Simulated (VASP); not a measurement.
The system is Be3CdO4.

```xyz
8
Lattice="4.0481 0.0000 0.0000 -2.0240 3.5058 0.0000 0.0000 0.0000 6.0772" Properties=species:S:1:pos:R:3 pbc="T T T"
Be    2.0240    0.0000    3.0386
Be   -1.0120    1.7529    3.0386
Be    1.0120    1.7529    3.0386
Cd    0.0000    0.0000    0.0000
O     0.0000    2.3372    4.7844
O     2.0240    1.1686    4.7844
O     2.0240    1.1686    1.2928
O     0.0000    2.3372    1.2928
```

The cell was built from a structure type or drawn by symmetry, and may not be a known phase.

```yaml
Program: VASP 6.6.1
Task: relaxation of cell and atoms
Functional: PBE
Potentials_or_basis: VASP PAW PBE potentials, release 64 (Be, Cd, O)
Cutoff: 600 eV
k_mesh: 3 × 3 × 2
Occupations: gaussian, width 0.15 eV
Spin: no spin polarisation
```

At the start: pressure -10.4 GPa; volume 10.78 Å³/atom.

**Question.** How do energy, volume and symmetry change on relaxing?

**Answer.** Over 12 steps the energy falls by 1402.3 meV/atom and the volume is 10.52 Å³/atom (-2.4 %); space group P6/mmm (No. 191, to 0.1 Å) before and after.

Step by step:
```tsv
step	energy change (eV)	largest force (eV/Å)	pressure (GPa)	volume (Å³)
1	0.0000	4.5608	-10.43	86.25
2	-10.2826	3.1754	1.99	75.94
3	-10.5394	1.3361	9.11	74.09
4	-10.9158	0.8264	6.09	79.43
5	-10.9158	0.8758	6.07	79.59
6	-11.1496	0.6644	-4.02	85.91
7	-11.1583	0.4244	-2.65	84.90
8	-11.2088	0.2643	-1.16	84.49
9	-11.2167	0.1765	-0.27	84.26
10	-11.2167	0.1710	-0.21	84.25
11	-11.2166	0.1633	0.76	84.10
12	-11.2186	0.0089	0.26	84.17
```

Final structure:
```yaml
crystal:
  lattice:
    - [4.33430, 0.00000, 0.00000]
    - [-2.16715, 3.75362, 0.00000]
    - [0.00000, 0.00000, 5.17379]
  atoms:
    - { symbol: Be, position: [0.50000, 0.00000, 0.50000] }
    - { symbol: Be, position: [0.00000, 0.50000, 0.50000] }
    - { symbol: Be, position: [0.50000, 0.50000, 0.50000] }
    - { symbol: Cd, position: [0.00000, 0.00000, 0.00000] }
    - { symbol: O, position: [0.33333, 0.66667, 0.71809] }
    - { symbol: O, position: [0.66667, 0.33333, 0.71809] }
    - { symbol: O, position: [0.66667, 0.33333, 0.28191] }
    - { symbol: O, position: [0.33333, 0.66667, 0.28191] }
```

Caveat: the k points lie up to 0.61 Å⁻¹ apart in the final cell.
